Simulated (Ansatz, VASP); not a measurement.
## One calculation of PbI2, two programs

```
CELL_PARAMETERS angstrom
4.55500 0.00000 0.00000
-2.27750 3.94475 0.00000
0.00000 0.00000 6.97700
ATOMIC_POSITIONS crystal
Pb 0.00000 0.00000 0.00000
I 0.33333 0.66667 0.26500
I 0.66667 0.33333 0.73500
```

Alike in both runs: task single point; functional PBE; k mesh 4 × 4 × 3; no spin polarisation.

|  | VASP | Ansatz |
| --- | --- | --- |
| version | VASP 6.6.1 | Ansatz 0.2.0 |
| potentials or method | VASP PAW PBE potentials, release 64 (Pb_d, I), cutoff 500 eV | plane waves, PAW |
| occupations | gaussian, width 0.01 eV | fixed |
| valence electrons in the cell | 28 | 48 |

|  | VASP | Ansatz | Ansatz less VASP |
| --- | --- | --- | --- |
| gap on the k mesh at the Fermi level (eV) | 2.40 | 2.40 | +0.002 |
| pressure (GPa) | 1.8 | 1.8 | +0.02 |
| rms of the force components (eV/Å) | 0.084 | 0.084 | +0.0003 |

Atom by atom the forces differ by 0.000 eV/Å (rms over components). VASP's potentials hold 28 valence electrons a cell and Ansatz's 48, so a difference there can come from the potentials and not from the codes. Ansatz's warnings: structure snapped to symmetry.

Neither program's run includes spin-orbit coupling.
